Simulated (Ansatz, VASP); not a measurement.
**PbS in VASP and in Ansatz**

Contents of INCAR:

```
ALGO = Normal
EDIFF = 1E-6
ENCUT = 520
GGA = CA
ISIF = 2
ISMEAR = -1
LASPH = T
LCHARG = T
LELF = T
LREAL = F
LVHAR = T
LWAVE = F
NBANDS = 17
NELM = 80
PREC = Accurate
SIGMA = 0.08
```

KPOINTS

```
k-points
0
Gamma
  12 12 12
```

File POSCAR:

```
PbS
1.0
    0.0000000000      2.7131642863      2.7131642863
    2.7131642863      0.0000000000      2.7131642863
    2.7131642863      2.7131642863      0.0000000000
Pb S
1 1
Direct
    0.0000000000      0.0000000000      0.0000000000
    0.5000000000      0.5000000000      0.5000000000
```

Input for Ansatz:

```yaml
crystal:
  lattice:
    - [0.0, 2.7131642863, 2.7131642863]
    - [2.7131642863, 0.0, 2.7131642863]
    - [2.7131642863, 2.7131642863, 0.0]
  atoms:
    - { symbol: Pb, position: [0.0, 0.0, 0.0] }
    - { symbol: S, position: [0.5, 0.5, 0.5] }
kpoints:
  mp_grid: { grid: [12, 12, 12] }
scf:
  occupations: { method: fermi_dirac, width: 0.08 }
hamiltonian:
  xc: lda
  pseudopotentials: { kind: all_electron, lapw: { basis_error: 0.001 } }
output:
  forces: true
  stress: true
  eigenvalues: true
  populations: true
```

Change from the starting cell: volume scaled by 0.8, LAPW.

Alike in both runs: task single point; functional LDA; k mesh 12 × 12 × 12; occupations fermi-dirac, width 0.08 eV; no spin polarisation.

|  | VASP | Ansatz |
| --- | --- | --- |
| version | VASP 6.6.1 | Ansatz 0.2.0 |
| potentials or method | VASP PAW LDA potentials, release 64 (Pb_d, S), cutoff 520 eV | all-electron LAPW, scalar-relativistic |

VASP gave:

| Item | Value |
| --- | --- |
| pressure (GPa) | 23.3 |

Question: Estimate Ansatz's values.

Answer: Pressure (GPa): 23.1.

LDA's correlation is that of Perdew and Zunger in VASP and of Perdew and Wang (1992) in Ansatz. Ansatz ran all-electron here, and VASP with PAW potentials.

Spin-orbit coupling is off throughout.
